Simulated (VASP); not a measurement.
Input of a VASP 6.6.1 run:

The input POSCAR:

```
CuO
1.0
    2.3404500000     -1.7088000000      0.0000000000
    2.3404500000      1.7088000000      0.0000000000
   -1.7408000000      0.0000000000     10.0950000000
Cu O
4 4
Direct
    0.0000000000      0.5000000000      0.0000000000
    0.0000000000      0.5000000000      0.5000000000
    0.5000000000      0.0000000000      0.2500000000
    0.5000000000      0.0000000000      0.7500000000
    0.5830000000      0.4170000000      0.1250000000
    0.5830000000      0.4170000000      0.6250000000
    0.4170000000      0.5830000000      0.3750000000
    0.4170000000      0.5830000000      0.8750000000
```

The input INCAR.step1:

```
SYSTEM = CuO
ALGO = Normal
EDIFF = 1E-4
ENCUT = 520
GGA = PE
ISMEAR = -1
ISPIN = 2
LASPH = .True.
LCHARG = .False.
LMAXMIX = 4
LREAL = .False.
LWAVE = .True.
MAGMOM = 1 0 0 0 0 0 0 0
NBANDS = 48
NELM = 150
PREC = Accurate
SIGMA = 0.05
```

The input INCAR.step2:

```
SYSTEM = CuO
ALGO = Normal
EDIFF = 1E-6
ENCUT = 520
ISIF = 2
ISMEAR = -1
ISPIN = 2
ISTART = 1
LASPH = .True.
LCHARG = .False.
LMAXMIX = 4
LMIXTAU = .True.
LORBIT = 11
LREAL = .False.
LWAVE = .False.
MAGMOM = 1 0 0 0 0 0 0 0
METAGGA = R2SCAN
NBANDS = 48
NELM = 150
PREC = Accurate
SIGMA = 0.05
```

The input KPOINTS:

```
k-points
0
Gamma
  6 6 2
  0 0 0
```

Potentials or basis: VASP PAW PBE potentials, release 64 (Cu, O).

The run is started by

```bash
$ cat potpaw_PBE.64/Cu/POTCAR potpaw_PBE.64/O/POTCAR > POTCAR
$ cp INCAR.step1 INCAR
$ mpirun -np 1 vasp_std > vasp.out
$ cp INCAR.step2 INCAR
$ mpirun -np 1 vasp_std > vasp.out
```

(1) Predict the largest force.

(2) What does it give for the pressure?

(3) Predict the band gap on the k mesh.

## Answers

(1) 0.255 eV/Å.

(2) 0.3 GPa.

(3) zero (filled and empty bands overlap).

Caveat: the k points lie up to 0.38 Å⁻¹ apart, too coarse for converged energies and pressures of a metal; the PAW data sets were made with another functional, which shifts forces and pressure a little; semilocal functionals often make such compounds metallic where correlation or magnetic order opens a gap, which also shifts bond lengths.
